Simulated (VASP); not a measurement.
A run of VASP 6.6.1:

Contents of POSCAR:

```
CaC2
1.0
   -2.0003590120      2.5792707219      2.4049275734
    2.0003590120     -2.5792707219      2.4049275734
    2.0003590120      2.5792707219     -2.4049275734
Ca C
1 2
Direct
    0.0000000000      0.0000000000      0.0000000000
    0.3712390700      0.5000000000      0.8712390700
    0.6287609300      0.5000000000      0.1287609300
```

Contents of INCAR.step1:

```
SYSTEM = CaC2
PREC = Accurate
ENCUT = 520
ISMEAR = 0
SIGMA = 0.05
LREAL = .False.
LASPH = .True.
NELM = 100
NBANDS = 16
GGA = PE
ALGO = Normal
EDIFF = 1E-4
LWAVE = .True.
LCHARG = .False.
```

File INCAR.step2:

```
SYSTEM = CaC2
PREC = Accurate
ENCUT = 520
EDIFF = 1E-6
ISMEAR = 0
SIGMA = 0.05
LREAL = .False.
LASPH = .True.
NELM = 100
ALGO = Normal
ISIF = 2
LWAVE = .False.
LCHARG = .False.
METAGGA = R2SCAN
LMIXTAU = .True.
NBANDS = 16
ISTART = 1
```

Contents of KPOINTS:

```
regular mesh
0
Gamma
  8 8 8
  0 0 0
```

Potentials or basis: VASP PAW PBE potentials, release 64 (Ca_sv, C).

The run is started by

```sh
$ cat potpaw_PBE.64/Ca_sv/POTCAR potpaw_PBE.64/C/POTCAR > POTCAR
$ cp INCAR.step1 INCAR
$ mpirun -np 1 vasp_std > vasp.out
$ cp INCAR.step2 INCAR
$ mpirun -np 1 vasp_std > vasp.out
```

Hardware: 1 thread of AMD EPYC 9R45 96-Core Processor (Zen 5), with other jobs on the host.

Q: Estimate the wall time of this run.

A: Run time: 2.4 min on 1 thread of AMD EPYC 9R45 96-Core Processor (Zen 5) (shared host), peak memory 0.19 GiB. Counts: k points 95.
